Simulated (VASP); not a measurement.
Runs of VASP 6.6.1 on Ga. The structure is that of space group P6/mmm (No. 191), or close to it. The cells are those of the table. This isn't the form of Ga at room conditions, which is orthorhombic.

| cell | k mesh | gap on the mesh (eV) | pressure (GPa) |
| --- | --- | --- | --- |
| a = 4.550, b = 4.550, c = 2.921 Å, angles 90.0, 90.0, 120.0°, 3 atoms | 9 × 9 × 12 | none | (b) |
| a = 4.618, b = 4.618, c = 2.965 Å, angles 90.0, 90.0, 120.0°, 3 atoms | 9 × 9 × 12 | none | 4.6 |
| a = 4.748, b = 4.748, c = 3.048 Å, angles 90.0, 90.0, 120.0°, 3 atoms | 9 × 9 × 12 | none | 0.3 |
| a = 4.811, b = 4.811, c = 3.089 Å, angles 90.0, 90.0, 120.0°, 3 atoms | 9 × 9 × 12 | none | (c) |
| a = 4.748, b = 4.748, c = 3.048 Å, angles 90.0, 90.0, 120.0°, 3 atoms | 8 × 8 × 11 | none | (a) |
| a = 4.872, b = 4.872, c = 3.128 Å, angles 90.0, 90.0, 120.0°, 3 atoms | 9 × 9 × 12 | none | -2.4 |
| a = 4.684, b = 4.684, c = 3.007 Å, angles 90.0, 90.0, 120.0°, 3 atoms | 9 × 9 × 12 | none | 2.2 |
| a = 4.931, b = 4.931, c = 3.166 Å, angles 90.0, 90.0, 120.0°, 3 atoms | 9 × 9 × 12 | none | -3.3 |

Alike in all rows: task single point; level revPBE; potentials or basis VASP PAW PBE potentials, release 64 (Ga_d); no spin polarisation; cutoff (eV) 520; smearing fermi-dirac 0.1 eV.

Q: Estimate the missing entries.

A: (a) 0.2; (b) 8.0; (c) -1.2.

Caveats: the PAW data sets were made with another functional, which shifts forces and pressure a little; the cell stands under pressure (at least some runs); the cell stands under tension (at least some runs).

A k mesh can miss the band edges, and the runs leave out spin-orbit coupling on Ga.

A gap of «none» marks levels without a gap at the run's occupations.
